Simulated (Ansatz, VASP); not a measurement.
# One calculation of Li7B, two programs

INCAR

```
PREC = Accurate ; ENCUT = 600
EDIFF = 1E-7 ; ISMEAR = 0
SIGMA = 0.1 ; LREAL = False
LASPH = True ; NELM = 80
ALGO = Normal ; ISIF = 3
LWAVE = False ; LCHARG = False
GGA = PE ; IBRION = 2
NSW = 90 ; EDIFFG = -0.04
```

Contents of KPOINTS:

```
regular mesh
0
Gamma
  4 4 4
```

File POSCAR:

```
Li7B
1.0
    0.0000000000      4.1008489000      4.1008489000
    4.1008489000      0.0000000000      4.1008489000
    4.1008489000      4.1008489000      0.0000000000
Li B
7 1
Direct
    0.6368671400      0.3631328600      0.3631328600
    0.3631328600      0.6368671400      0.6368671400
    0.3631328600      0.6368671400      0.3631328600
    0.6368671400      0.3631328600      0.6368671400
    0.3631328600      0.3631328600      0.6368671400
    0.6368671400      0.6368671400      0.3631328600
    0.0000000000      0.0000000000      0.0000000000
    0.5000000000      0.5000000000      0.5000000000
```

Input for Ansatz:

```yaml
crystal:
  lattice:
    - [0.0, 4.1008489, 4.1008489]
    - [4.1008489, 0.0, 4.1008489]
    - [4.1008489, 4.1008489, 0.0]
  atoms:
    - { symbol: Li, position: [0.63686714, 0.36313286, 0.36313286] }
    - { symbol: Li, position: [0.36313286, 0.63686714, 0.63686714] }
    - { symbol: Li, position: [0.36313286, 0.63686714, 0.36313286] }
    - { symbol: Li, position: [0.63686714, 0.36313286, 0.63686714] }
    - { symbol: Li, position: [0.36313286, 0.36313286, 0.63686714] }
    - { symbol: Li, position: [0.63686714, 0.63686714, 0.36313286] }
    - { symbol: Li, position: [0.0, 0.0, 0.0] }
    - { symbol: B, position: [0.5, 0.5, 0.5] }
basis:
  ecutwfc: 420
kpoints:
  mp_grid: { grid: [4, 4, 4] }
hamiltonian:
  xc: pbe
scf:
  occupations: { method: gaussian, width: 0.1 }
  lower_state_search: "off"
output:
  forces: true
  stress: true
  eigenvalues: true
relax:
  adjacent_minimum: "off"
  f_tol: 0.04
  max_steps: 70
  cell: { stress_tol: 0.4 }
```

Alike in both runs: task relaxation of cell and atoms; functional PBE; k mesh 4 × 4 × 4; occupations gaussian, width 0.1 eV; no spin polarisation.

```csv
,VASP,Ansatz
version,VASP 6.6.1,Ansatz 0.2.0
potentials or method,"VASP PAW PBE potentials, release 64 (Li_sv, B), cutoff 600 eV","scalar-relativistic, plane waves, PAW"
valence electrons in the cell,24,24
```

```tsv
	VASP	Ansatz	Ansatz less VASP
gap on the k mesh at the Fermi level, each at its own relaxed structure (eV)	none	none	-
relaxed volume (Å³/atom)	27.31	29.78	+2.472
relaxed cell length with the largest relative difference (Å)	6.761	6.959	+0.1981
```

A gap of «none» marks a metal or a gap that the smearing closes. One of these differences is far larger than is usual between the two programs; its cause wasn't traced.

Noted on VASP's run: the cutoff is short for stress, so the pressure is rough; the volume moved by over 15 % at a fixed basis, so the end points are rough.
